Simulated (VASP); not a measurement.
PbO:

```xyz
4
Lattice="3.9784 0.0000 0.0000 0.0000 3.9784 0.0000 0.0000 0.0000 5.0093" Properties=species:S:1:pos:R:3 pbc="T T T"
Pb    0.0000    1.9892    1.1843
Pb    1.9892    0.0000    3.8251
O     1.9892    1.9892    0.0000
O     0.0000    0.0000    0.0000
```

Base run:

* Program: VASP 6.6.1
* Functional: r2SCAN
* Potentials or basis: VASP PAW PBE potentials, release 64 (Pb_d, O)
* Cutoff: 520 eV
* k mesh: 6 × 6 × 6
* Occupations: gaussian, width 0.01 eV
* Spin: no spin polarisation

Its results: band gap on the k mesh 1.53 eV (least direct gap 2.69 eV); pressure 1.7 GPa; largest force 0.096 eV/Å.

The run is repeated on the same cell with these changes: functional from r2SCAN to PBE; occupations from gaussian, width 0.01 eV to fermi-dirac, width 0.02 eV. What comes out?

Band gap on the k mesh 1.23 eV (least direct gap 2.28 eV); pressure 4.6 GPa; largest force 0.402 eV/Å.

Caveats: spin-orbit coupling is left out, which moves the levels of the heavy elements; the PAW data sets were made with another functional, which shifts forces and pressure a little (at least some runs); the cell stands under pressure (at least some runs).

A k mesh can miss the band edges.
